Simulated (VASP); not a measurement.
Crystal: GaAs.

```
As Ga
1.0
     0.00000    2.78864    2.78864
     2.78864    0.00000    2.78864
     2.78864    2.78864    0.00000
As Ga
1 1
Direct
  0.75000 0.75000 0.75000
  0.00000 0.00000 0.00000
```

Base run:

```yaml
Program: VASP 6.6.1
Functional: r2SCAN
Potentials_or_basis: VASP PAW PBE potentials, release 64 (As, Ga_d)
Cutoff: 520 eV
k_mesh: 8 × 8 × 8
Occupations: fermi-dirac, width 0.05 eV
Spin: no spin polarisation
```

Its results: band gap on the k mesh 1.33 eV, direct; pressure 4.0 GPa.

Question: The run is repeated on the same cell with these changes: functional from r2SCAN to PBE. What comes out?

Answer: Band gap on the k mesh 0.83 eV, direct; pressure 6.9 GPa.

r2SCAN gives the wider gap, since meta-GGAs in the generalised Kohn-Sham scheme recover part of the derivative discontinuity.

Caveats: the PAW data sets were made with another functional, which shifts forces and pressure a little (some runs).

A k mesh can miss the band edges.
